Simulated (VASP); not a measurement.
Wanted: the native input for a VASP 6.6.1 run.

* Task: single point
* Functional: PBE
* Potentials or basis: VASP PAW PBE potentials, release 64 (Cd_sv_GW, S)
* Cutoff: 540 eV
* k mesh: 4 × 4 × 4, shifted
* Occupations: gaussian, width 0.272114 eV
* Spin: no spin polarisation
* Dipole correction: no
* Second run: valence_matched
* Further INCAR settings: ALGO = Normal; EDIFF = 1e-06; NBANDS = 20; ISYM = 0

The structure of CdS lies in POSCAR:

```
CdS
1.0
    0.0000000000      2.7532440000      2.7532440000
    2.7532440000      0.0000000000      2.7532440000
    2.7532440000      2.7532440000      0.0000000000
Cd S
1 1
Direct
    0.0000000000      0.0000000000      0.0000000000
    0.5000000000      0.5000000000      0.5000000000
```

One way to write it, as run:

INCAR

```
SYSTEM = CdS
  PREC = Accurate
  ENCUT = 540
  EDIFF = 1E-6
  ISMEAR = 0
  SIGMA = 0.27211386245988
  LREAL = .False.
  LASPH = .True.
  NELM = 120
  ALGO = Normal
  ISIF = 2
  LWAVE = .False.
  LCHARG = .True.
  GGA = PE
  LELF = .True.
  LVHAR = .True.
  NBANDS = 20
  ISYM = 0
  GGA_COMPAT = .False.
```

KPOINTS

```
Automatic mesh
0
Gamma
  4 4 4
  0.5 0.5 0.5
```

Potentials or basis: VASP PAW PBE potentials, release 64 (Cd_sv_GW, S).

Run with:

```bash
$ cat potpaw_PBE.64/Cd_sv_GW/POTCAR potpaw_PBE.64/S/POTCAR > POTCAR
$ mpirun -np 1 vasp_std > vasp.out
```

Results of the run:

```json
{
 "Pressure": "-1.7 GPa",
 "Band gap on the k mesh": "1.12 eV, indirect (least direct gap 2.60 eV)"
}
```

Run time: 110 s on 1 thread of Intel(R) Xeon(R) Platinum 8375C CPU @ 2.90GHz (Ice Lake) (shared host), peak memory 0.27 GiB.
